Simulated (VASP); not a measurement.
Cd2S: relaxation of cell and atoms with PBE

Crystal: Cd2S.

```xyz
6
Lattice="4.0062 0.0000 0.0000 0.2346 5.8632 0.0000 0.2333 0.2155 6.7512" Properties=species:S:1:pos:R:3 pbc="T T T"
Cd    2.0249    2.9240    6.2885
Cd    3.6539    2.7981    2.8230
Cd    2.5121    0.2845    6.4455
Cd    0.3726    0.1971    3.0130
S     0.3665    4.5072    0.8609
S     2.4885    4.7013    4.1982
```

```
Program                : VASP 6.6.1
Task                   : relaxation of cell and atoms
Functional             : PBE
Potentials or basis    : VASP PAW PBE potentials, release 64 (Cd, S)
Cutoff                 : 500 eV
k mesh                 : 4 × 4 × 4
Occupations            : gaussian, width 0.1 eV
Spin                   : no spin polarisation
Dipole correction      : no
Further INCAR settings : ALGO = Normal; EDIFF = 1e-07; IBRION = 2; EDIFFG = -0.04; NSW = 90; ISIF = 3
```

```yaml
Relaxed_volume: 26.80 Å³/atom
Relaxed_cell: a = 4.018 Å, b = 5.914 Å, c = 6.789 Å, α = 87.70°, β = 87.65°, γ = 86.60°
Space_group_after_relaxing_to_0.1_Å: P1 (No. 1)
Energy_gained_by_relaxing: 5.0 meV/atom
Ionic_steps: 16
Pressure_after_relaxing: -0.1 GPa
Largest_force_after_relaxing: 0.038 eV/Å
Band_gap_on_the_k_mesh: 0.24 eV
```

Forces on the atoms (eV/Å):
```
Cd  -0.016 -0.006 -0.009
Cd   0.002  0.033 -0.002
Cd  -0.021 -0.027  0.012
Cd   0.008  0.010  0.026
S    0.009 -0.005 -0.037
S    0.018 -0.005  0.011
```

Step by step:
```
step  energy change (eV)  largest force (eV/Å)  pressure (GPa)  volume (Å³)
   1              0.0000                0.2148            0.35       158.58
   2             -0.0093                0.1282           -0.09       159.90
   3             -0.0106                0.1099           -0.32       160.66
   4             -0.0154                0.1061           -0.07       159.92
   5             -0.0165                0.1145            0.13       159.38
   6             -0.0194                0.0696            0.08       159.60
   7             -0.0204                0.1210            0.03       159.81
   8             -0.0224                0.0981           -0.04       160.12
   9             -0.0251                0.0850           -0.18       160.88
  10             -0.0268                0.0671           -0.02       160.35
  11             -0.0274                0.0548            0.19       159.71
  12             -0.0283                0.0726            0.15       159.84
  13             -0.0287                0.0981            0.10       160.02
  14             -0.0297                0.0460           -0.02       160.48
  15             -0.0299                0.0453           -0.13       160.91
  16             -0.0300                0.0381           -0.11       160.80
```

Final structure:
```
CELL_PARAMETERS angstrom
4.01784 0.03927 0.01144
0.29334 5.90700 0.01800
0.25619 0.23954 6.78008
ATOMIC_POSITIONS crystal
Cd 0.41208 0.46916 0.91817
Cd 0.88872 0.45983 0.41244
Cd 0.56547 0.01907 0.95902
Cd 0.05496 0.01157 0.45915
S 0.04010 0.76951 0.12607
S 0.53866 0.77084 0.62514
```

Levels at points of the mesh, in eV from the valence-band top:
```
           k point  band 26  band 27  band 28  band 29  band 30  band 31  band 32  band 33  band 34  band 35
(0.00, 0.00, 0.00)    -2.40    -1.71    -0.96    -0.93    -0.40     1.37     1.66     2.82     4.26     4.45
(0.50, 0.00, 0.00)    -2.85    -2.35    -2.31    -0.67    -0.56     2.30     2.41     2.91     3.03     4.20
(0.00, 0.50, 0.00)    -1.90    -1.43    -0.98    -0.89    -0.22     0.24     2.71     3.11     4.90     5.60
(0.50, 0.50, 0.00)    -3.37    -2.42    -2.38    -0.73    -0.63     1.90     2.05     3.66     3.71     4.26
(0.00, 0.00, 0.50)    -3.21    -1.74    -1.70    -1.33    -1.30     3.11     3.16     3.62     3.68     5.13
(0.50, 0.00, 0.50)    -2.39    -1.71    -1.60    -0.89    -0.40     1.30     1.54     1.72     2.18     4.31
(0.00, 0.50, 0.50)    -3.18    -1.34    -1.32    -0.23    -0.20     2.15     2.23     4.04     4.11     4.98
(0.50, 0.50, 0.50)    -2.94    -1.87    -1.44    -1.41    -1.06     1.99     2.40     2.69     3.05     4.95
```

It took 21 min on 1 thread of Intel(R) Xeon(R) 6975P-C (Granite Rapids), on a shared host, peak memory 0.36 GiB.

A k mesh can miss the band edges.
